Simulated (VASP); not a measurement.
# Cu (I4/mmm) in VASP: further runs

The runs below take Cu through single point, with LDA.

Program: VASP 6.6.1. These are calculated values, not measurements. Logs are shortened: lines on timing, memory, paths and dates and some standing lists are left out, and cuts for length are marked.

## 1. The cell of the first run

Symmetry: I4/mmm, No. 139, tetragonal system. Conventional cell: a = 3.138 Å, b = 3.138 Å, c = 2.752 Å, α = 90.00°, β = 90.00°, γ = 90.00°. Cu (site symmetry 4/mmm) has 14 Cu at 2.61 to 3.14 Å within 3.4 Å.

## 2. Single point, LDA (strain +0.0875 x Voigt [1, 1, 0, 0, 0, 0])

File INCAR:

```
PREC     = Accurate       # precision mode
ENCUT    = 520            # plane-wave cutoff, eV
EDIFF    = 1E-6           # SCF threshold, eV
ISMEAR   = 0              # smearing method
SIGMA    = 0.15           # smearing width, eV
LREAL    = F              # projectors in reciprocal space
LASPH    = T              # aspherical terms in the spheres
NELM     = 60             # most SCF steps
ALGO     = Fast           # electronic algorithm
ISIF     = 2              # what is computed and relaxed
LWAVE    = F              # write WAVECAR
LCHARG   = F              # write CHGCAR
NBANDS   = 12             # bands
```

File KPOINTS:

```
Automatic mesh
0
Gamma
  24 24 24
```

File POSCAR:

```
Cu
1.0
   -1.5690377355      1.5690377355      1.3760814500
    1.5690377355     -1.5690377355      1.3760814500
    1.5690377355      1.5690377355     -1.3760814500
Cu
1
Direct
    0.0000000000      0.0000000000      0.0000000000
```

Potentials or basis: VASP PAW LDA potentials, release 64 (Cu).

The run is started by

```console
> cat potpaw_LDA.64/Cu/POTCAR > POTCAR
> mpirun -np 1 vasp_std > vasp.out
```

OUTCAR:

```text
PREC = Accurate
   ENCUT = 520
   EDIFF = 1E-6
   ISMEAR = 0
   LREAL = F
   LASPH = T
   NELM = 60
   ISIF = 2

 ion  position               nearest neighbor table
   1  0.000  0.000  0.000-

  LATTYP: Found a body centered tetragonal cell.
 ALAT       =     3.1380754710
 C/A-ratio  =     0.8770225335

  Lattice vectors:

 A1 = (  -1.5690377355,   1.5690377355,   1.3760814500)
 A2 = (   1.5690377355,  -1.5690377355,   1.3760814500)
 A3 = (   1.5690377355,   1.5690377355,  -1.3760814500)

Analysis of symmetry for initial positions (statically):
=====================================================================
 Subroutine PRICEL returns:
 Original cell was already a primitive cell.

 Routine SETGRP: Setting up the symmetry group for a
 body centered tetragonal supercell.

 Subroutine GETGRP returns: Found 16 space group operations
 (whereof 16 operations were pure point group operations)
 out of a pool of 16 trial point group operations.

The static configuration has the point symmetry D_4h.

Analysis of symmetry for dynamics (positions and initial velocities):
=====================================================================
 Subroutine PRICEL returns:
 Original cell was already a primitive cell.

 Routine SETGRP: Setting up the symmetry group for a
 body centered tetragonal supercell.

 Subroutine GETGRP returns: Found 16 space group operations
 (whereof 16 operations were pure point group operations)
 out of a pool of 16 trial point group operations.

The dynamic configuration has the point symmetry D_4h.

 Subroutine INISYM returns: Found 16 space group operations
 (whereof 16 operations are pure point group operations),
 and found     1 'primitive' translations

----------------------------------------------------------------------------------------

                                     Primitive cell

  volume of cell :      13.5510

  direct lattice vectors                    reciprocal lattice vectors
    -1.569037736  1.569037736  1.376081450     0.000000000  0.318666651  0.363350585
     1.569037736 -1.569037736  1.376081450     0.318666651  0.000000000  0.363350585
     1.569037736  1.569037736 -1.376081450     0.318666651  0.318666651  0.000000000

  length of vectors
     2.611007275  2.611007275  2.611007275     0.483292957  0.483292957  0.450662699

  position of ions in fractional coordinates (direct lattice)
     0.000000000  0.000000000  0.000000000

  ion indices of the primitive-cell ions
[... 82 lines left out ...]
   POTIM  = 0.5000    time-step for ionic-motion
   TEBEG  =    0.0;   TEEND  =   0.0 temperature during run
   PSTRESS=    0.0 pullay stress
   NELECT =      11.0000    total number of electrons
   NUPDOWN=      -1.0000    fix difference up-down
   EMIN   =  10.00;   EMAX   =-10.00  energy-range for DOS
   EFERMI =   0.00;   METHOD = LEGACY
   ISMEAR =     0;   SIGMA  =   0.15  broadening in eV -4-tet -1-fermi 0-gaus
   EFERMI_NEDOS =   21; number of points for ismear=-14 and -15
   IALGO  =     68    algorithm
   IMIX   =      4    mixing-type and parameters
     AMIX     =   0.40;   BMIX     =  1.00
     AMIX_MAG =   1.60;   BMIX_MAG =  1.00
  volume/ion in A,a.u.               =      13.55        91.45
  Fermi-wavevector in a.u.,A,eV,Ry     =   1.527151  2.885898 31.731390  2.332191
  Thomas-Fermi vector in A             =   2.635087
   LORBIT       =      0    0 simple, 1 ext, 2 COOP (PROOUT), +10 PAW based schemes
   GGA     = CA    functional components
   LHFCALC =     F    Hartree Fock is set to
   AEXX    =    0.0000 exact exchange contribution
   IVDW    =     0    specifies the selected vdW correction
   LEPSILON=     F    determine dielectric tensor
   LRPA    =     F    only Hartree local field effects (RPA)
 non-spin polarized calculation
 RMM-DIIS sequential band-by-band and
 Gauss-broadening in eV      SIGMA  =   0.15
  energy-cutoff  :      520.00
  volume of cell :       13.55
 maximum number of plane-waves:       375
   NGX =  9   NGY =  9   NGZ =  9

 number of electron      11.0000014 magnetization

 Free energy of the ion-electron system (eV)
  ---------------------------------------------------
  ext. energy  EPLUGINS =         0.00000000
  ---------------------------------------------------
  free energy    TOTEN  =        -4.44979994 eV

  energy without entropy =       -4.44522349  energy(sigma->0) =       -4.44751171

 E-fermi :   5.7382     XC(G=0): -12.3166

 val. band max:        5.7320112538   @ k =   0.5000   0.1667   0.0417
 cond. band min:       5.7386450656   @ k =  -0.1667   0.4167   0.1667
 fundamental gap:      0.0066338118
 Fermi energy:         5.7382438652

 k-point     1 :       0.0000    0.0000    0.0000
  band No.  band energies     occupation
      1      -2.6144      2.00000
      2       2.7283      2.00000
      3       3.1765      2.00000
      4       3.1765      2.00000
      5       3.5208      2.00000
      6       4.0031      2.00000
      7      27.3384      0.00000
      8      27.3384      0.00000
      9      30.4979      0.00000
     10      31.3285      0.00000
     11      31.6744      0.00000
     12      31.7540      0.00000
[... 331 lines left out ...]
 k-point    24 :       0.4583    0.0417    0.0000
  band No.  band energies     occupation
      1       1.4664      2.00000
      2       2.2799      2.00000
      3       3.7460      2.00000
      4       4.1078      2.00000
      5       4.3217      2.00000
      6       5.9159      0.09392
      7      10.0182      0.00000
      8      20.1724      0.00000
      9      20.9271      0.00000
     10      25.0922      0.00000
     11      27.2309      0.00000
     12      35.2684      0.00000

 [... further k-points ...]

------------------------ aborting loop because EDIFF is reached ----------------------------------------

  FORCE on cell =-STRESS in cart. coord.  units (eV):
  Direction    XX          YY          ZZ          XY          YZ          ZX
  --------------------------------------------------------------------------------------
  -------------------------------------------------------------------------------------
  Total       -1.8401090     -1.8401090     -1.8699883      0.0000000      0.0000000      0.0000000
  in kB     -217.5620963   -217.5620963   -221.0948137      0.0000000      0.0000000      0.0000000
  external PRESSURE =    -218.7396687 kB  Pullay stress =       0.0000000 kB

 VOLUME and BASIS-vectors are now :
 -----------------------------------------------------------------------------
  energy-cutoff  :      520.00
  volume of cell :       13.55
      direct lattice vectors                 reciprocal lattice vectors
    -1.569037736  1.569037736  1.376081450     0.000000000  0.318666651  0.363350585
     1.569037736 -1.569037736  1.376081450     0.318666651  0.000000000  0.363350585
     1.569037736  1.569037736 -1.376081450     0.318666651  0.318666651  0.000000000

 POSITION                                       TOTAL-FORCE (eV/Angst)
 -----------------------------------------------------------------------------------
      0.00000      0.00000      0.00000        -0.000000      0.000000      0.000000
 -----------------------------------------------------------------------------------
    total drift:                                0.000000      0.000000      0.000000

  FREE ENERGIE OF THE ION-ELECTRON SYSTEM (eV)
  ---------------------------------------------------
  free  energy   TOTEN  =        -4.4497999365 eV

  energy  without entropy=       -4.4452234909  energy(sigma->0) =       -4.44751171
```

OSZICAR:

```text
N       E                     dE             d eps       ncg     rms          rms(c)
DAV:   1     0.434508893230E+02    0.43451E+02   -0.53354E+03 27740   0.148E+03
DAV:   2    -0.388595025961E+01   -0.47337E+02   -0.43551E+02 26304   0.200E+02
DAV:   3    -0.534339505444E+01   -0.14574E+01   -0.14401E+01 29720   0.410E+01
DAV:   4    -0.535370335369E+01   -0.10308E-01   -0.10307E-01 29060   0.306E+00
DAV:   5    -0.535381816857E+01   -0.11481E-03   -0.11481E-03 29952   0.331E-01    0.765E+00
RMM:   6    -0.496005295769E+01    0.39377E+00   -0.39213E+00 31827   0.374E+01    0.535E+00
RMM:   7    -0.445713219101E+01    0.50292E+00   -0.70546E-01 31447   0.159E+01    0.786E-01
RMM:   8    -0.445007170100E+01    0.70605E-02   -0.14968E-02 33334   0.205E+00    0.137E-01
RMM:   9    -0.444973095270E+01    0.34075E-03   -0.30844E-03 33207   0.929E-01    0.264E-02
RMM:  10    -0.444978984691E+01   -0.58894E-04   -0.76960E-04 33379   0.359E-01    0.235E-02
RMM:  11    -0.444979799245E+01   -0.81455E-05   -0.13549E-04 35175   0.113E-01    0.529E-03
RMM:  12    -0.444980001464E+01   -0.20222E-05   -0.18797E-05 33239   0.449E-02    0.337E-03
RMM:  13    -0.444979993646E+01    0.78180E-07   -0.17748E-06 22726   0.171E-02
   1 F= -.44497999E+01 E0= -.44475117E+01  d E =-.457645E-02
```

stdout:

```text
POSCAR found type information on POSCAR Cu
 POSCAR found :  1 types and       1 ions
 scaLAPACK will be used
 LDA part: xc-table for (Slater(with rela. corr.)+CA(PZ))
 , standard interpolation
 POSCAR, INCAR and KPOINTS ok, starting setup
 FFT: planning ... GRIDC
 FFT: planning ... GRID_SOFT
 FFT: planning ... GRID
 WAVECAR not read
 entering main loop
WARNING in EDDRMM: call to ZHEGV failed, returncode =   6  3     10
WARNING in EDDRMM: call to ZHEGV failed, returncode =   6  3      9
```

It took 61 s on 1 thread of Intel Xeon 6975P-C (Granite Rapids), shared host; peak memory 0.26 GiB.

What came out:

```yaml
Free_energy: -4.4498 eV
Pressure: -21.9 GPa
Band_gap_on_the_k_mesh: zero (an odd number of electrons rules out a gap without spin polarisation)
```

Caveat: the cell differs from its parent crystal (strain +0.0875 x Voigt [1, 1, 0, 0, 0, 0]); the cell stands under tension.

## 3. Single point, LDA (strain +0.1000 x Voigt [1, 1, 0, 0, 0, 0])

File INCAR:

```
ALGO = Fast
EDIFF = 1E-7
ENCUT = 520
ISIF = 2
ISMEAR = 0
LASPH = True
LCHARG = True
LELF = True
LREAL = False
LVHAR = True
LWAVE = False
NBANDS = 12
NELM = 80
PREC = Accurate
SIGMA = 0.15
```

File KPOINTS:

```
k-points
0
Gamma
  24 24 24
```

File POSCAR:

```
Cu
1.0
   -1.5870726520      1.5870726520      1.3760814500
    1.5870726520     -1.5870726520      1.3760814500
    1.5870726520      1.5870726520     -1.3760814500
Cu
1
Direct
    0.0000000000      0.0000000000      0.0000000000
```

Potentials or basis: VASP PAW LDA potentials, release 64 (Cu).

The run is started by

```console
> cat potpaw_LDA.64/Cu/POTCAR > POTCAR
> mpirun -np 1 vasp_std > vasp.out
```

Wall time 72 s (1 thread of Intel Xeon 6975P-C (Granite Rapids), shared host); peak memory 0.26 GiB.

It converged, with:

```yaml
Free_energy: -4.4056 eV
Pressure: -23.3 GPa
Band_gap_on_the_k_mesh: zero (an odd number of electrons rules out a gap without spin polarisation)
```

Stress tensor (GPa, compression positive):
```
-23.15   0.00   0.00
  0.00 -23.15   0.00
  0.00   0.00 -23.55
```

Levels at points of the mesh, in eV from the Fermi level:
```csv
k point,band 2,band 3,band 4,band 5,band 6,band 7,band 8,band 9,band 10,band 11
"(0.00, 0.00, 0.00)",-2.96,-2.49,-2.49,-2.21,-1.70,21.10,21.10,24.21,25.13,25.78
"(0.50, 0.00, 0.00)",-3.39,-1.95,-1.56,-1.34,0.20,4.09,14.53,15.12,18.65,20.73
"(0.50, 0.50, 0.00)",-2.84,-2.28,-1.91,-1.37,-0.74,2.64,18.27,18.86,21.94,23.88
"(0.50, 0.50, 0.50)",-3.84,-1.48,-1.48,-1.38,5.97,5.97,10.92,10.96,11.38,16.22
```

Caveat: the cell differs from its parent crystal (strain +0.1000 x Voigt [1, 1, 0, 0, 0, 0]); the cell stands under tension.
